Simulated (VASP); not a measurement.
Sb:

```xyz
3
Lattice="6.1688 0.0000 0.0000 0.0000 6.1688 0.0000 0.0000 0.0000 2.9623" Properties=species:S:1:pos:R:3 pbc="T T T"
Sb    0.0000    0.0000    0.0000
Sb    0.0000    3.0844    0.0000
Sb    3.0844    0.0000    0.0000
```

| Quantity | Value |
| --- | --- |
| Program | VASP 6.6.1 |
| Task | relaxation of cell and atoms |
| Functional | PBE |
| Potentials or basis | VASP PAW PBE potentials, release 64 (Sb) |
| Cutoff | 600 eV |
| k mesh | 8 × 8 × 16 |
| Occupations | gaussian, width 0.1 eV |
| Spin | no spin polarisation |

At the start: pressure -0.4 GPa; volume 37.58 Å³/atom.

Where does the relaxation end?

Over 5 steps the energy falls by 4.0 meV/atom and the volume is 36.92 Å³/atom (-1.8 %); space group P4/mmm (No. 123, to 0.05 Å).

The path:
| step | energy change (eV) | largest force (eV/Å) | pressure (GPa) | volume (Å³) |
| --- | --- | --- | --- | --- |
| 1 | 0.0000 | 0.0000 | -0.39 | 112.73 |
| 2 | -0.0112 | 0.0000 | -0.21 | 111.22 |
| 3 | -0.0115 | 0.0000 | -0.24 | 111.42 |
| 4 | -0.0119 | 0.0000 | 0.11 | 110.46 |
| 5 | -0.0120 | 0.0000 | 0.01 | 110.75 |

Final structure:
```
Sb
1.0
     6.09258    0.00000    0.00000
     0.00000    6.09258    0.00000
     0.00000    0.00000    2.98361
Sb
3
Direct
  0.00000 0.00000 0.00000
  0.00000 0.50000 0.00000
  0.50000 0.00000 0.00000
```
